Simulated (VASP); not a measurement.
InBRh2:

```
In B Rh
1.0
     3.68432    0.00000    0.00000
    -1.84216    3.19071    0.00000
     0.00000    0.00000    4.46831
In B Rh
1 1 2
Direct
  0.00000 0.00000 0.50000
  0.00000 0.00000 0.00000
  0.66667 0.33333 0.75000
  0.33333 0.66667 0.25000
```

* Program: VASP 6.6.1
* Task: relaxation of cell and atoms
* Functional: PBE
* Potentials or basis: VASP PAW PBE potentials, release 64 (In_d, B, Rh_pv)
* Cutoff: 600 eV
* k mesh: 6 × 6 × 4
* Occupations: gaussian, width 0.1 eV
* Spin: no spin polarisation

At the start: pressure 37.5 GPa; volume 13.13 Å³/atom.

**Question.** How do energy, volume and symmetry change on relaxing?

**Answer.** Over 16 steps the energy falls by 1056.4 meV/atom and the volume is 14.29 Å³/atom (+8.9 %); space group P-3m1 (No. 164, to 0.1 Å) before and after.

Step by step:
| step | energy change (eV) | largest force (eV/Å) | pressure (GPa) | volume (Å³) |
| --- | --- | --- | --- | --- |
| 1 | 0.0000 | 6.0301 | 37.49 | 52.53 |
| 2 | -0.3956 | 1.0508 | -24.92 | 79.52 |
| 3 | -1.8428 | 2.2117 | -11.22 | 64.24 |
| 4 | -1.8535 | 2.3457 | -9.47 | 63.40 |
| 5 | -2.8700 | 1.4443 | -4.84 | 60.09 |
| 6 | -3.2617 | 1.0634 | 7.80 | 56.74 |
| 7 | -3.2736 | 0.4715 | 4.62 | 57.35 |
| 8 | -3.6259 | 1.1029 | -0.98 | 59.45 |
| 9 | -3.7417 | 1.7543 | -3.66 | 61.09 |
| 10 | -4.1426 | 0.7853 | -2.89 | 59.09 |
| 11 | -4.2142 | 0.1788 | -1.17 | 57.59 |
| 12 | -4.2154 | 0.2384 | -1.49 | 57.81 |
| 13 | -4.2195 | 0.2326 | 2.30 | 56.56 |
| 14 | -4.2228 | 0.2399 | 0.73 | 57.05 |
| 15 | -4.2246 | 0.1026 | -0.54 | 57.25 |
| 16 | -4.2256 | 0.0267 | -0.08 | 57.18 |

Final structure:
```cif
data_structure
_symmetry_space_group_name_H-M 'P 1'
_symmetry_Int_Tables_number 1
_cell_length_a 3.2242
_cell_length_b 3.2242
_cell_length_c 6.3512
_cell_angle_alpha 90.000
_cell_angle_beta 90.000
_cell_angle_gamma 120.000
_cell_volume 57.18
loop_
_atom_site_label
_atom_site_type_symbol
_atom_site_fract_x
_atom_site_fract_y
_atom_site_fract_z
_atom_site_occupancy
In1 In 0.00000 0.00000 0.50000 1
B1 B 0.00000 0.00000 0.00000 1
Rh1 Rh 0.66667 0.33333 0.83185 1
Rh2 Rh 0.33333 0.66667 0.16815 1
```

Caveat: a cell axis changed by over 15 % at a fixed basis, so the end point is rough; the relaxation stopped at a loose force limit of 0.05 eV/Å, so its end isn't a converged minimum.
